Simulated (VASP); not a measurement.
Set up this calculation in VASP 6.6.1, as the native input.

* Task: single point
* Functional: PBE
* Potentials or basis: VASP PAW PBE potentials, release 64 (Ge_d, Sb, Te)
* Cutoff: 520 eV
* k mesh: 8 × 8 × 8
* Occupations: gaussian, width 0.1 eV
* Spin: no spin polarisation
* Dipole correction: no
* Further INCAR settings: ALGO = Normal; EDIFF = 1e-06; NBANDS = 33

The structure of GeSb2Te4 lies in POSCAR:

```
GeSb2Te4
1.0
   -3.0034022875      3.0034022875      5.9125231529
    3.0034022875     -3.0034022875      5.9125231529
    3.0034022875      3.0034022875     -5.9125231529
Ge Sb Te
1 2 4
Direct
    0.0000000000      0.0000000000      0.0000000000
    0.5000000000      0.5000000000      0.0000000000
    0.2500000000      0.7500000000      0.5000000000
    0.5097347672      0.0097347672      0.5000000000
    0.2450307315      0.2450307315      0.0000000000
    0.9902652328      0.4902652328      0.5000000000
    0.7549692685      0.7549692685      0.0000000000
```

The input as run:

INCAR

```
SYSTEM = GeSb2Te4
PREC     = Accurate       ! precision mode
ENCUT    = 520            ! plane-wave cutoff, eV
EDIFF    = 1E-6           ! SCF threshold, eV
ISMEAR   = 0              ! smearing method
SIGMA    = 0.1            ! smearing width, eV
LREAL    = .False.        ! projectors in reciprocal space
LASPH    = .True.         ! aspherical terms in the spheres
NELM     = 100            ! most SCF steps
ALGO     = Normal         ! electronic algorithm
ISIF     = 2              ! what is computed and relaxed
LWAVE    = .False.        ! write WAVECAR
LCHARG   = .True.         ! write CHGCAR
GGA      = PE             ! functional
LELF     = .True.         ! ELF
LVHAR    = .True.       
NBANDS   = 33             ! bands
```

KPOINTS

```
regular mesh
0
Gamma
  8 8 8
  0 0 0
```

Potentials or basis: VASP PAW PBE potentials, release 64 (Ge_d, Sb, Te).

Run with:

```sh
$ cat potpaw_PBE.64/Ge_d/POTCAR potpaw_PBE.64/Sb/POTCAR potpaw_PBE.64/Te/POTCAR > POTCAR
$ mpirun -np 1 vasp_std > vasp.out
```

Results of the run:

| Item | Value |
| --- | --- |
| Pressure | 2.8 GPa |
| Largest force | 0.006 eV/Å |
| Band gap on the k mesh | zero (bands 24 and 25 overlap by 0.18 eV) |

Caveat: spin-orbit coupling is left out, which moves the levels of the heavy elements.

Wall time 5.1 min on 1 thread of Intel(R) Xeon(R) 6975P-C (Granite Rapids) (shared host), peak memory 0.65 GiB.
